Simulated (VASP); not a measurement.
# MnH2O2 (P-3m1) in VASP: a series of runs

MnH2O2 is run at these levels: PBEsol; tasks: single point.

Everything below comes from runs of VASP 6.6.1. Logs are shortened: lines on timing, memory, paths and dates and some standing lists are left out, and cuts for length are marked.

### Step 1. The cell of the first run

Symmetry: P-3m1, No. 164, trigonal system. The conventional cell has a = 3.250 Å, b = 3.250 Å, c = 4.480 Å, α = 90.00°, β = 90.00°, γ = 120.00°. Mn (site symmetry -3m) has 6 O at 2.13 Å and 6 H at 2.74 Å within 2.8 Å. H (site symmetry 3m) has 1 O at 0.99 Å within 1.3 Å. O (site symmetry 3m) has 1 H at 0.99 Å within 1.3 Å.

### Step 2. Single point, PBEsol, collinear spin, ferromagnetic start

Input file INCAR:

```
ALGO     = Normal         # electronic algorithm
EDIFF    = 1E-6           # SCF threshold, eV
ENCUT    = 700            # plane-wave cutoff, eV
GGA      = PS             # functional
GGA_COMPAT= False        
ISIF     = 2              # what is computed and relaxed
ISMEAR   = -1             # smearing method
ISPIN    = 2              # spin polarisation
LASPH    = True           # aspherical terms in the spheres
LCHARG   = True           # write CHGCAR
LELF     = True           # ELF
LMAXMIX  = 4              # l up to which the mixer works
LORBIT   = 11             # projections on sites
LREAL    = False          # projectors in reciprocal space
LVHAR    = True         
LWAVE    = False          # write WAVECAR
MAGMOM   = 4 0 0 0 0      # initial moments
NBANDS   = 26             # bands
NELM     = 200            # most SCF steps
PREC     = Accurate       # precision mode
SIGMA    = 0.1            # smearing width, eV
```

Input file KPOINTS:

```
k-points
0
Gamma
  5 5 3
```

Input file POSCAR:

```
MnH2O2
1.0
    3.2500000000      0.0000000000      0.0000000000
   -1.6250000000      2.8145830000      0.0000000000
    0.0000000000      0.0000000000      4.4800000000
Mn H O
1 2 2
Direct
    0.0000000000      0.0000000000      0.0000000000
    0.3333333333      0.6666666667      0.4460000000
    0.6666666667      0.3333333333      0.5540000000
    0.3333333333      0.6666666667      0.2260000000
    0.6666666667      0.3333333333      0.7740000000
```

Potentials or basis: VASP PAW PBE potentials, release 64 (Mn_sv, H, O).

Run with:

```
$ cat potpaw_PBE.64/Mn_sv/POTCAR potpaw_PBE.64/H/POTCAR potpaw_PBE.64/O/POTCAR > POTCAR
$ mpirun -np 1 vasp_std > vasp.out
```

OUTCAR:

```text
EDIFF = 1E-6
   ENCUT = 700
   GGA = PS
   ISIF = 2
   ISMEAR = -1
   ISPIN = 2
   LASPH = True
   LORBIT = 11
   LREAL = False
   NELM = 200
   PREC = Accurate

 ion  position               nearest neighbor table
   1  0.000  0.000  0.000-   4 2.13   5 2.13   5 2.13   4 2.13   5 2.13   4 2.13
   2  0.333  0.667  0.446-   4 0.99
   3  0.667  0.333  0.554-   5 0.99
   4  0.333  0.667  0.226-   2 0.99   1 2.13   1 2.13   1 2.13
   5  0.667  0.333  0.774-   3 0.99   1 2.13   1 2.13   1 2.13

  LATTYP: Found a hexagonal cell.
 ALAT       =     3.2500000000
 C/A-ratio  =     1.3784615385

  Lattice vectors:

 A1 = (   3.2500000000,   0.0000000000,   0.0000000000)
 A2 = (  -1.6250000000,   2.8145830000,   0.0000000000)
 A3 = (   0.0000000000,   0.0000000000,   4.4800000000)

Analysis of symmetry for initial positions (statically):
=====================================================================
 Subroutine PRICEL returns:
 Original cell was already a primitive cell.

 Routine SETGRP: Setting up the symmetry group for a
 hexagonal supercell.

 Subroutine GETGRP returns: Found 12 space group operations
 (whereof 12 operations were pure point group operations)
 out of a pool of 24 trial point group operations.

The static configuration has the point symmetry D_3d.

Analysis of symmetry for dynamics (positions and initial velocities):
=====================================================================
 Subroutine PRICEL returns:
 Original cell was already a primitive cell.

 Routine SETGRP: Setting up the symmetry group for a
 hexagonal supercell.

 Subroutine GETGRP returns: Found 12 space group operations
 (whereof 12 operations were pure point group operations)
 out of a pool of 24 trial point group operations.

The dynamic configuration has the point symmetry D_3d.

Analysis of structural, dynamic, and magnetic symmetry:
=====================================================================
 Subroutine PRICEL returns:
 Original cell was already a primitive cell.

 Routine SETGRP: Setting up the symmetry group for a
 hexagonal supercell.

 Subroutine GETGRP returns: Found 12 space group operations
 (whereof 12 operations were pure point group operations)
 out of a pool of 24 trial point group operations.

The overall configuration has the point symmetry D_3d.

 Subroutine INISYM returns: Found 12 space group operations
 (whereof 12 operations are pure point group operations),
 and found     1 'primitive' translations

----------------------------------------------------------------------------------------

                                     Primitive cell

  volume of cell :      40.9803

  direct lattice vectors                    reciprocal lattice vectors
     3.250000000  0.000000000  0.000000000     0.307692308  0.177646209  0.000000000
    -1.625000000  2.814583000  0.000000000     0.000000000  0.355292418  0.000000000
     0.000000000  0.000000000  4.480000000     0.000000000  0.000000000  0.223214286

  length of vectors
     3.250000000  3.250000379  4.480000000     0.355292460  0.355292418  0.223214286

  position of ions in fractional coordinates (direct lattice)
     0.000000000  0.000000000  0.000000000
     0.333333333  0.666666667  0.446000000
     0.666666667  0.333333333  0.554000000
     0.333333333  0.666666667  0.226000000
     0.666666667  0.333333333  0.774000000

  ion indices of the primitive-cell ions
   primitive index   ion index
                 1           1
                 2           2
                 3           3
                 4           4
                 5           5

----------------------------------------------------------------------------------------

 KPOINTS: k-points

Automatic generation of k-mesh.
 Grid dimensions read from file:
 generate k-points for:    5    5    3

 Generating k-lattice:

  Cartesian coordinates                     Fractional coordinates (reciprocal lattice)
     0.061538462  0.035529242  0.000000000     0.200000000  0.000000000  0.000000000
     0.000000000  0.071058484  0.000000000     0.000000000  0.200000000  0.000000000
     0.000000000  0.000000000  0.074404762     0.000000000  0.000000000  0.333333333

  Length of vectors
     0.071058492  0.071058484  0.074404762

  Shift w.r.t. Gamma in fractional coordinates (k-lattice)
     0.000000000  0.000000000  0.000000000

 Subroutine IBZKPT returns following result:
 ===========================================

 Found     12 irreducible k-points:

 Following reciprocal coordinates:
            Coordinates               Weight
  0.000000  0.000000  0.000000      1.000000
  0.200000  0.000000  0.000000      6.000000
  0.400000  0.000000  0.000000      6.000000
  0.200000  0.200000  0.000000      6.000000
  0.400000  0.200000  0.000000      6.000000
  0.000000  0.000000  0.333333      2.000000
  0.200000  0.000000  0.333333      6.000000
  0.000000  0.200000  0.333333      6.000000
  0.400000  0.000000  0.333333      6.000000
  0.000000  0.400000  0.333333      6.000000
  0.200000  0.200000  0.333333     12.000000
  0.400000  0.200000  0.333333     12.000000
   k-points           NKPTS =     12   k-points in BZ     NKDIM =     12   number of bands    NBANDS=     26
   number of dos      NEDOS =    301   number of ions     NIONS =      5
   total plane-waves  NPLWV =  31360
   dimension x,y,z NGX =    28 NGY =   28 NGZ =   40
   dimension x,y,z NGXF=    56 NGYF=   56 NGZF=   80
   ions per type =               1   2   2
   NGX,Y,Z   is equivalent  to a cutoff of  14.32, 14.32, 14.84 a.u.
   NGXF,Y,Z  is equivalent  to a cutoff of  28.65, 28.65, 29.69 a.u.
 SYSTEM =  unknown system
   PREC   = accura    normal or accurate (medium, high low for compatibility)
   ISTART =      0    job   : 0-new  1-cont  2-samecut
   ICHARG =      2    charge: 1-file 2-atom 10-const
   ISPIN  =      2    spin polarized calculation?
   LNONCOLLINEAR =      F non collinear calculations
   LSORBIT =      F    spin-orbit coupling
   LASPH  =      T    aspherical Exc in radial PAW
   ENCUT  =  700.0 eV  51.45 Ry    7.17 a.u.   7.01  7.01  9.66*2*pi/ulx,y,z
   NELM   =    200;   NELMIN=  2; NELMDL= -5     # of ELM steps
   EDIFF  = 0.1E-05   stopping-criterion for ELM
   LREAL  =      F    real-space projection
   EDIFFG = 0.1E-04   stopping-criterion for IOM
   NSW    =      0    number of steps for IOM
   IBRION =     -1    ionic relax: 0-MD 1-quasi-New 2-CG
   NFREE  =      0    steps in history (QN), initial steepest desc. (CG)
   ISIF   =      2    stress and relaxation
   ISYM   =      2    0-nonsym 1-usesym 2-fastsym
   POTIM  = 0.5000    time-step for ionic-motion
   TEBEG  =    0.0;   TEEND  =   0.0 temperature during run
   PSTRESS=    0.0 pullay stress
   NELECT =      29.0000    total number of electrons
   NUPDOWN=      -1.0000    fix difference up-down
   EMIN   =  10.00;   EMAX   =-10.00  energy-range for DOS
   EFERMI =   0.00;   METHOD = LEGACY
   ISMEAR =    -1;   SIGMA  =   0.10  broadening in eV -4-tet -1-fermi 0-gaus
   EFERMI_NEDOS =   21; number of points for ismear=-14 and -15
   IALGO  =     38    algorithm
   IMIX   =      4    mixing-type and parameters
     AMIX     =   0.40;   BMIX     =  1.00
     AMIX_MAG =   1.60;   BMIX_MAG =  1.00
  volume/ion in A,a.u.               =       8.20        55.31
  Fermi-wavevector in a.u.,A,eV,Ry     =   1.458867  2.756859 28.957181  2.128293
  Thomas-Fermi vector in A             =   2.575501
   LORBIT       =     11    0 simple, 1 ext, 2 COOP (PROOUT), +10 PAW based schemes
   GGA     = PS    functional components
   LHFCALC =     F    Hartree Fock is set to
   AEXX    =    0.0000 exact exchange contribution
   IVDW    =     0    specifies the selected vdW correction
   LEPSILON=     F    determine dielectric tensor
   LRPA    =     F    only Hartree local field effects (RPA)
 spin polarized calculation
  energy-cutoff  :      700.00
  volume of cell :       40.98
 maximum number of plane-waves:      1739
   NGX = 13   NGY = 13   NGZ = 19

 number of electron      28.9999984 magnetization       4.9991072

 Free energy of the ion-electron system (eV)
  ---------------------------------------------------
  ext. energy  EPLUGINS =         0.00000000
  ---------------------------------------------------
  free energy    TOTEN  =       -32.20191121 eV

  energy without entropy =      -32.19588205  energy(sigma->0) =      -32.19889663

 E-fermi :   6.2634     XC(G=0): -10.8008

 val. band max:        6.1470910070   @ k =   0.0000   0.0000   0.0000
 cond. band min:       6.6537618708   @ k =   0.0000   0.0000   0.0000
 fundamental gap:      0.5066708638
 Fermi energy:         6.2634437034

 spin component 1

 k-point     1 :       0.0000    0.0000    0.0000
  band No.  band energies     occupation
      1     -75.1216      1.00000
      2     -44.0695      1.00000
      3     -43.9779      1.00000
      4     -43.9779      1.00000
      5     -15.9781      1.00000
      6     -14.5247      1.00000
[... 337 lines left out ...]
     25      20.9390      0.00000
     26      22.7147      0.00000
 Fermi energy:         6.2634437034

 spin component 2

 k-point     1 :       0.0000    0.0000    0.0000
  band No.  band energies     occupation
      1     -70.2546      1.00000
      2     -39.3051      1.00000
      3     -39.1910      1.00000
      4     -39.1910      1.00000
      5     -15.7397      1.00000
      6     -14.3129      1.00000
[... 337 lines left out ...]
     25      21.9784      0.00000
     26      23.6113      0.00000

------------------------ aborting loop because EDIFF is reached ----------------------------------------

  FORCE on cell =-STRESS in cart. coord.  units (eV):
  Direction    XX          YY          ZZ          XY          YZ          ZX
  --------------------------------------------------------------------------------------
  -------------------------------------------------------------------------------------
  Total        1.7064530      1.7064535      1.1772360     -0.0000000      0.0000000      0.0000000
  in kB       66.7159188     66.7159396     46.0255167     -0.0000000      0.0000000      0.0000000
  external PRESSURE =      59.8191251 kB  Pullay stress =       0.0000000 kB

 VOLUME and BASIS-vectors are now :
 -----------------------------------------------------------------------------
  energy-cutoff  :      700.00
  volume of cell :       40.98
      direct lattice vectors                 reciprocal lattice vectors
     3.250000000  0.000000000  0.000000000     0.307692308  0.177646209  0.000000000
    -1.625000000  2.814583000  0.000000000     0.000000000  0.355292418  0.000000000
     0.000000000  0.000000000  4.480000000     0.000000000  0.000000000  0.223214286

 POSITION                                       TOTAL-FORCE (eV/Angst)
 -----------------------------------------------------------------------------------
      0.00000      0.00000      0.00000         0.000000      0.000000      0.000000
     -0.00000      1.87639      1.99808         0.000000      0.000000     -0.111323
      1.62500      0.93819      2.48192         0.000000      0.000000      0.111323
     -0.00000      1.87639      1.01248        -0.000000      0.000000      0.754435
      1.62500      0.93819      3.46752        -0.000000     -0.000000     -0.754435
 -----------------------------------------------------------------------------------
    total drift:                                0.000000     -0.000000      0.000000

  FREE ENERGIE OF THE ION-ELECTRON SYSTEM (eV)
  ---------------------------------------------------
  free  energy   TOTEN  =       -32.2019112073 eV

  energy  without entropy=      -32.1958820549  energy(sigma->0) =      -32.19889663

 total charge

# of ion       s       p       d       tot
------------------------------------------
    1        2.120   6.023   4.673  12.816
    2        0.597   0.122   0.000   0.719
    3        0.597   0.122   0.000   0.719
    4        1.551   3.554   0.000   5.105
    5        1.551   3.554   0.000   5.105
--------------------------------------------------
tot          6.417  13.376   4.673  24.466

 magnetization (x)

# of ion       s       p       d       tot
------------------------------------------
    1        0.020   0.014   4.250   4.284
    2        0.007   0.003   0.000   0.010
    3        0.007   0.003   0.000   0.010
    4        0.019   0.078   0.000   0.097
    5        0.019   0.078   0.000   0.097
--------------------------------------------------
tot          0.072   0.176   4.250   4.498
```

It took 30 s on 1 thread of AMD EPYC 9R45 (Zen 5), shared host; peak memory 0.18 GiB.

What came out:

```yaml
Free_energy: -32.2019 eV
Pressure: 6.0 GPa
Largest_force: 0.754 eV/Å
Band_gap_on_the_k_mesh: 0.15 eV (least direct gap 0.29 eV)
Net_moment: 5.00 μB per cell
Site_moments: Mn +4.28; H +0.01; O +0.10 μB
Valence_electrons_inside_the_program's_atomic_spheres: Mn 12.82; H 0.72; O 5.11
```

Forces in eV/Å, atoms in the order of the input:
```
Mn   0.000  0.000  0.000
H    0.000  0.000 -0.111
H    0.000  0.000  0.111
O    0.000  0.000  0.754
O    0.000  0.000 -0.754
```

Levels at points of the mesh, in eV from the valence-band top:
Spin up:
| k point | band 14 | band 15 | band 16 | band 17 | band 18 | band 19 | band 20 | band 21 |
| --- | --- | --- | --- | --- | --- | --- | --- | --- |
| (0.00, 0.00, 0.00) | -2.55 | -2.40 | -0.14 | -0.14 | 0.15 | 3.71 | 9.02 | 12.28 |
Spin down:
```tsv
k point	band 9	band 10	band 11	band 12	band 13	band 14	band 15	band 16
(0.00, 0.00, 0.00)	-5.34	-5.34	-3.73	-3.73	0.66	1.70	1.70	1.92
```

Caveat: the k points lie up to 0.47 Å⁻¹ apart; the PAW data sets were made with another functional, which shifts forces and pressure a little; a cell with one magnetic atom can't hold antiferromagnetic order, which such compounds often take.

### Step 3. Single point, PBEsol, collinear spin, ferromagnetic start

Input file INCAR:

```
SYSTEM = MnH2O2
ALGO     = Normal         ! electronic algorithm
EDIFF    = 1E-6           ! SCF threshold, eV
ENCUT    = 700            ! plane-wave cutoff, eV
GGA      = PS             ! functional
GGA_COMPAT= .FALSE.      
ISIF     = 2              ! what is computed and relaxed
ISMEAR   = -1             ! smearing method
ISPIN    = 2              ! spin polarisation
LASPH    = .TRUE.         ! aspherical terms in the spheres
LCHARG   = .FALSE.        ! write CHGCAR
LMAXMIX  = 4              ! l up to which the mixer works
LORBIT   = 11             ! projections on sites
LREAL    = .FALSE.        ! projectors in reciprocal space
LWAVE    = .FALSE.        ! write WAVECAR
MAGMOM   = 4 0 0 0 0      ! initial moments
NBANDS   = 26             ! bands
NELM     = 200            ! most SCF steps
PREC     = Accurate       ! precision mode
SIGMA    = 0.1            ! smearing width, eV
```

Input file KPOINTS:

```
k-points
0
G
  4 4 3
  0 0 0
```

POSCAR is that of step 2.

Potentials or basis: VASP PAW PBE potentials, release 64 (Mn_sv, H, O).

Run with:

```
$ cat potpaw_PBE.64/Mn_sv/POTCAR potpaw_PBE.64/H/POTCAR potpaw_PBE.64/O/POTCAR > POTCAR
$ mpirun -np 1 vasp_std > vasp.out
```

Run time: 26 s. Hardware: 1 thread of Intel Xeon Platinum 8488C (Sapphire Rapids), shared host; peak memory 0.2 GiB.

It converged, with:

| Property | Result |
| --- | --- |
| Free energy | -32.1954 eV |
| Pressure | 6.0 GPa |
| Largest force | 0.750 eV/Å |
| Band gap on the k mesh | 0.16 eV (least direct gap 0.29 eV) |
| Net moment | 5.00 μB per cell |
| Site moments | Mn +4.28; H +0.01; O +0.10 μB |
| Valence electrons inside the program's atomic spheres | Mn 12.82; H 0.72; O 5.11 |

Forces in eV/Å, atoms in the order of the input:
```
Mn   0.000  0.000  0.000
H    0.000  0.000 -0.108
H    0.000  0.000  0.108
O    0.000  0.000  0.750
O    0.000  0.000 -0.750
```

Stress tensor (GPa, compression positive):
```
6.72 0.00 0.00
0.00 6.72 0.00
0.00 0.00 4.63
```

Levels at points of the mesh, in eV from the valence-band top:
Spin up:
```csv
k point,band 14,band 15,band 16,band 17,band 18,band 19,band 20,band 21
"(0.00, 0.00, 0.00)",-2.55,-2.40,-0.14,-0.14,0.16,3.72,9.02,12.28
"(0.50, 0.00, 0.00)",-2.13,-2.12,-0.94,-0.07,4.25,5.88,6.69,9.64
```
Spin down:
| k point | band 8 | band 9 | band 10 | band 11 | band 12 | band 13 | band 14 | band 15 | band 16 | band 17 |
| --- | --- | --- | --- | --- | --- | --- | --- | --- | --- | --- |
| (0.00, 0.00, 0.00) | -6.69 | -5.33 | -5.33 | -3.72 | -3.72 | 0.66 | 1.70 | 1.70 | 1.92 | 3.40 |
| (0.50, 0.00, 0.00) | -8.15 | -6.89 | -5.47 | -5.04 | -4.61 | 0.82 | 1.98 | 2.34 | 3.13 | 3.53 |

Caveat: the k points lie up to 0.56 Å⁻¹ apart; the PAW data sets were made with another functional, which shifts forces and pressure a little; a cell with one magnetic atom can't hold antiferromagnetic order, which such compounds often take.

[end of part 1 of 2]

The gap in the log of VASP goes by the Fermi energy; the results here count the filled bands.